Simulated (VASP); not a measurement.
# Sb (I4/mmm) in VASP: single point with PBE

Aim: the single point of Sb with PBE.

Program: VASP 6.6.1. These are calculated values, not measurements. Logs are shortened: lines on timing, memory, paths and dates and some standing lists are left out, and cuts for length are marked.

### 1 The cell of the first run

The structure is tetragonal, space group I4/mmm (No. 139). The conventional cell has a = 3.153 Å, b = 3.153 Å, c = 5.424 Å, α = 90.00°, β = 90.00°, γ = 90.00°. Within 4.1 Å of Sb (site symmetry 4/mmm) lie 12 Sb at 3.15 to 3.51 Å.

### 2 Single point, PBE

INCAR

```
SYSTEM = Sb
ALGO = Normal
EDIFF = 1E-6
ENCUT = 520
GGA = PE
ISIF = 2
ISMEAR = 0
LASPH = .True.
LCHARG = .True.
LELF = .True.
LREAL = .False.
LVHAR = .True.
LWAVE = .False.
NBANDS = 8
NELM = 80
PREC = Accurate
SIGMA = 0.15
```

KPOINTS

```
k-points
0
Gamma
  24 24 24
  0 0 0
```

POSCAR

```
Sb
1.0
   -1.5765401831      1.5765401831      2.7119384313
    1.5765401831     -1.5765401831      2.7119384313
    1.5765401831      1.5765401831     -2.7119384313
Sb
1
Direct
    0.0000000000      0.0000000000      0.0000000000
```

Potentials or basis: VASP PAW PBE potentials, release 64 (Sb).

The run is started by

```bash
> cat potpaw_PBE.64/Sb/POTCAR > POTCAR
> mpirun -np 1 vasp_std > vasp.out
```

OUTCAR:

```text
SYSTEM = Sb
   EDIFF = 1E-6
   ENCUT = 520
   GGA = PE
   ISIF = 2
   ISMEAR = 0
   LASPH = .True.
   LREAL = .False.
   NELM = 80
   PREC = Accurate

 ion  position               nearest neighbor table
   1  0.000  0.000  0.000-

  LATTYP: Found a body centered tetragonal cell.
 ALAT       =     3.1530803662
 C/A-ratio  =     1.7201835135

  Lattice vectors:

 A1 = (  -1.5765401831,   1.5765401831,   2.7119384313)
 A2 = (   1.5765401831,  -1.5765401831,   2.7119384313)
 A3 = (   1.5765401831,   1.5765401831,  -2.7119384313)

Analysis of symmetry for initial positions (statically):
=====================================================================
 Subroutine PRICEL returns:
 Original cell was already a primitive cell.

 Routine SETGRP: Setting up the symmetry group for a
 body centered tetragonal supercell.

 Subroutine GETGRP returns: Found 16 space group operations
 (whereof 16 operations were pure point group operations)
 out of a pool of 16 trial point group operations.

The static configuration has the point symmetry D_4h.

Analysis of symmetry for dynamics (positions and initial velocities):
=====================================================================
 Subroutine PRICEL returns:
 Original cell was already a primitive cell.

 Routine SETGRP: Setting up the symmetry group for a
 body centered tetragonal supercell.

 Subroutine GETGRP returns: Found 16 space group operations
 (whereof 16 operations were pure point group operations)
 out of a pool of 16 trial point group operations.

The dynamic configuration has the point symmetry D_4h.

 Subroutine INISYM returns: Found 16 space group operations
 (whereof 16 operations are pure point group operations),
 and found     1 'primitive' translations

----------------------------------------------------------------------------------------

                                     Primitive cell

  volume of cell :      26.9619

  direct lattice vectors                    reciprocal lattice vectors
    -1.576540183  1.576540183  2.711938431     0.000000000  0.317150178  0.184369967
     1.576540183 -1.576540183  2.711938431     0.317150178  0.000000000  0.184369967
     1.576540183  1.576540183 -2.711938431     0.317150178  0.317150178  0.000000000

  length of vectors
     3.510778824  3.510778824  3.510778824     0.366846726  0.366846726  0.448518083

  position of ions in fractional coordinates (direct lattice)
     0.000000000  0.000000000  0.000000000

  ion indices of the primitive-cell ions
   primitive index   ion index
                 1           1

----------------------------------------------------------------------------------------

 KPOINTS: k-points

Automatic generation of k-mesh.
 Grid dimensions read from file:
 generate k-points for:   24   24   24

 Generating k-lattice:

  Cartesian coordinates                     Fractional coordinates (reciprocal lattice)
     0.000000000  0.013214591  0.007682082     0.041666667 -0.000000000  0.000000000
     0.013214591  0.000000000  0.007682082    -0.000000000  0.041666667  0.000000000
     0.013214591  0.013214591  0.000000000     0.000000000  0.000000000  0.041666667

  Length of vectors
     0.015285280  0.015285280  0.018688253

  Shift w.r.t. Gamma in fractional coordinates (k-lattice)
     0.000000000  0.000000000  0.000000000

 Subroutine IBZKPT returns following result:
 ===========================================

 Found   1063 irreducible k-points:

 Following reciprocal coordinates:
            Coordinates               Weight
  0.000000  0.000000  0.000000      1.000000
  0.041667  0.000000  0.000000      8.000000
  0.083333  0.000000 -0.000000      8.000000
  0.125000 -0.000000  0.000000      8.000000
  0.166667  0.000000 -0.000000      8.000000
  0.208333  0.000000  0.000000      8.000000
[... 16 lines left out ...]
  0.416667  0.041667 -0.000000     16.000000
  0.458333  0.041667  0.000000     16.000000
 [... further k-points ...]
   k-points           NKPTS =   1063   k-points in BZ     NKDIM =   1063   number of bands    NBANDS=      8
   number of dos      NEDOS =    301   number of ions     NIONS =      1
   total plane-waves  NPLWV =  21952
   dimension x,y,z NGX =    28 NGY =   28 NGZ =   28
   dimension x,y,z NGXF=    56 NGYF=   56 NGZF=   56
   ions per type =               1
   NGX,Y,Z   is equivalent  to a cutoff of  13.26, 13.26, 13.26 a.u.
   NGXF,Y,Z  is equivalent  to a cutoff of  26.52, 26.52, 26.52 a.u.
 SYSTEM =  Sb
   PREC   = accura    normal or accurate (medium, high low for compatibility)
   ISTART =      0    job   : 0-new  1-cont  2-samecut
   ICHARG =      2    charge: 1-file 2-atom 10-const
   ISPIN  =      1    spin polarized calculation?
   LNONCOLLINEAR =      F non collinear calculations
   LSORBIT =      F    spin-orbit coupling
   LASPH  =      T    aspherical Exc in radial PAW
   ENCUT  =  520.0 eV  38.22 Ry    6.18 a.u.   6.53  6.53  6.53*2*pi/ulx,y,z
   NELM   =     80;   NELMIN=  2; NELMDL= -5     # of ELM steps
   EDIFF  = 0.1E-05   stopping-criterion for ELM
   LREAL  =      F    real-space projection
   EDIFFG = 0.1E-04   stopping-criterion for IOM
   NSW    =      0    number of steps for IOM
   IBRION =     -1    ionic relax: 0-MD 1-quasi-New 2-CG
   NFREE  =      0    steps in history (QN), initial steepest desc. (CG)
   ISIF   =      2    stress and relaxation
   ISYM   =      2    0-nonsym 1-usesym 2-fastsym
   POTIM  = 0.5000    time-step for ionic-motion
   TEBEG  =    0.0;   TEEND  =   0.0 temperature during run
   PSTRESS=    0.0 pullay stress
   NELECT =       5.0000    total number of electrons
   NUPDOWN=      -1.0000    fix difference up-down
   EMIN   =  10.00;   EMAX   =-10.00  energy-range for DOS
   EFERMI =   0.00;   METHOD = LEGACY
   ISMEAR =     0;   SIGMA  =   0.15  broadening in eV -4-tet -1-fermi 0-gaus
   EFERMI_NEDOS =   21; number of points for ismear=-14 and -15
   IALGO  =     38    algorithm
   IMIX   =      4    mixing-type and parameters
     AMIX     =   0.40;   BMIX     =  1.00
     AMIX_MAG =   1.60;   BMIX_MAG =  1.00
  volume/ion in A,a.u.               =      26.96       181.95
  Fermi-wavevector in a.u.,A,eV,Ry     =   0.933573  1.764197 11.858269  0.871558
  Thomas-Fermi vector in A             =   2.060288
   LORBIT       =      0    0 simple, 1 ext, 2 COOP (PROOUT), +10 PAW based schemes
   GGA     = PE    functional components
   LHFCALC =     F    Hartree Fock is set to
   AEXX    =    0.0000 exact exchange contribution
   IVDW    =     0    specifies the selected vdW correction
   LEPSILON=     F    determine dielectric tensor
   LRPA    =     F    only Hartree local field effects (RPA)
 non-spin polarized calculation
 Gauss-broadening in eV      SIGMA  =   0.15
  energy-cutoff  :      520.00
  volume of cell :       26.96
 maximum number of plane-waves:       748
 NGX is ok and might be reduce to    28
   NGX = 13   NGY = 13   NGZ = 13

 number of electron       5.0000000 magnetization

 Free energy of the ion-electron system (eV)
  ---------------------------------------------------
  ext. energy  EPLUGINS =         0.00000000
  ---------------------------------------------------
  free energy    TOTEN  =        -3.83995847 eV

  energy without entropy =       -3.83245846  energy(sigma->0) =       -3.83620846

 E-fermi :   8.5196     XC(G=0): -10.2148

 val. band max:        8.5175784858   @ k =  -0.3333  -0.3750   0.1250
 cond. band min:       8.5269529368   @ k =  -0.4583   0.4583   0.2917
 fundamental gap:      0.0093744510
 Fermi energy:         8.5195827665

 k-point     1 :       0.0000    0.0000    0.0000
  band No.  band energies     occupation
      1      -4.4329      2.00000
      2      13.1600      0.00000
      3      13.9499      0.00000
      4      13.9499      0.00000
      5      17.8697      0.00000
      6      19.1551      0.00000
      7      19.1586      0.00000
      8      19.2493      0.00000

 k-point     2 :       0.0417    0.0000    0.0000
  band No.  band energies     occupation
      1      -4.3981      2.00000
      2      13.0265      0.00000
      3      13.6428      0.00000
      4      13.9417      0.00000
      5      17.9496      0.00000
      6      18.4771      0.00000
      7      19.0684      0.00000
      8      19.3067      0.00000

 k-point     3 :       0.0833    0.0000   -0.0000
  band No.  band energies     occupation
      1      -4.2936      2.00000
      2      12.4645      0.00000
      3      13.0904      0.00000
      4      13.9196      0.00000
      5      17.6486      0.00000
      6      18.2177      0.00000
      7      19.0991      0.00000
      8      19.4748      0.00000

 k-point     4 :       0.1250   -0.0000    0.0000
  band No.  band energies     occupation
      1      -4.1199      2.00000
      2      11.4187      0.00000
      3      12.6702      0.00000
      4      13.8894      0.00000
      5      17.0638      0.00000
      6      18.1461      0.00000
      7      19.4583      0.00000
      8      19.7402      0.00000

 k-point     5 :       0.1667    0.0000   -0.0000
  band No.  band energies     occupation
      1      -3.8777      2.00000
      2      10.2149      0.00000
      3      12.2640      0.00000
      4      13.8586      0.00000
      5      16.5373      0.00000
      6      18.0299      0.00000
      7      20.0095      0.00000
      8      20.0769      0.00000
[... 177 lines left out ...]
 k-point    22 :       0.3750    0.0417    0.0000
  band No.  band energies     occupation
      1      -1.5902      2.00000
      2       4.2886      2.00000
      3      10.4612      0.00000
      4      13.4291      0.00000
      5      14.9719      0.00000
      6      18.0163      0.00000
      7      19.2193      0.00000
      8      21.0440      0.00000

 k-point    23 :       0.4167    0.0417   -0.0000
  band No.  band energies     occupation
      1      -1.0804      2.00000
      2       3.4628      2.00000
      3      10.3131      0.00000
      4      13.4836      0.00000
      5      14.8356      0.00000
      6      18.0689      0.00000
      7      19.0252      0.00000
      8      20.6643      0.00000

 k-point    24 :       0.4583    0.0417    0.0000
  band No.  band energies     occupation
      1      -0.6901      2.00000
      2       2.8952      2.00000
      3      10.2322      0.00000
      4      13.5410      0.00000
      5      14.7583      0.00000
      6      18.0911      0.00000
      7      18.9720      0.00000
      8      20.3724      0.00000

 [... further k-points ...]
[... 5 lines left out ...]
  --------------------------------------------------------------------------------------
  -------------------------------------------------------------------------------------
  Total        0.3128272      0.3128272      0.2875853      0.0000000      0.0000000     -0.0000000
  in kB       18.5893926     18.5893926     17.0894237      0.0000000      0.0000000     -0.0000000
  external PRESSURE =      18.0894030 kB  Pullay stress =       0.0000000 kB

 VOLUME and BASIS-vectors are now :
 -----------------------------------------------------------------------------
  energy-cutoff  :      520.00
  volume of cell :       26.96
      direct lattice vectors                 reciprocal lattice vectors
    -1.576540183  1.576540183  2.711938431     0.000000000  0.317150178  0.184369967
     1.576540183 -1.576540183  2.711938431     0.317150178  0.000000000  0.184369967
     1.576540183  1.576540183 -2.711938431     0.317150178  0.317150178  0.000000000

 POSITION                                       TOTAL-FORCE (eV/Angst)
 -----------------------------------------------------------------------------------
      0.00000      0.00000      0.00000         0.000000      0.000000      0.000000
 -----------------------------------------------------------------------------------
    total drift:                                0.000000      0.000000      0.000000

  FREE ENERGIE OF THE ION-ELECTRON SYSTEM (eV)
  ---------------------------------------------------
  free  energy   TOTEN  =        -3.8399584702 eV

  energy  without entropy=       -3.8324584581  energy(sigma->0) =       -3.83620846
```

It took 3.2 min on 1 thread of Intel Xeon 6975P-C, shared host; peak memory 0.35 GiB.

What came out:

```yaml
Free_energy: -3.8400 eV
Pressure: 1.8 GPa
```

Levels at points of the mesh, in eV from the Fermi level:
| k point | band 1 | band 2 | band 3 | band 4 | band 5 | band 6 |
| --- | --- | --- | --- | --- | --- | --- |
| (0.00, 0.00, 0.00) | -12.95 | 4.64 | 5.43 | 5.43 | 9.35 | 10.64 |
| (0.50, 0.00, 0.00) | -9.13 | -5.81 | 1.77 | 5.37 | 6.11 | 10.18 |
| (0.50, 0.50, 0.00) | -6.65 | -4.40 | -1.03 | 0.59 | 3.46 | 4.35 |
| (0.50, 0.50, 0.50) | -9.28 | -5.67 | 2.11 | 2.11 | 5.87 | 6.10 |

Caveat: spin-orbit coupling is left out, which moves the levels of the heavy elements.
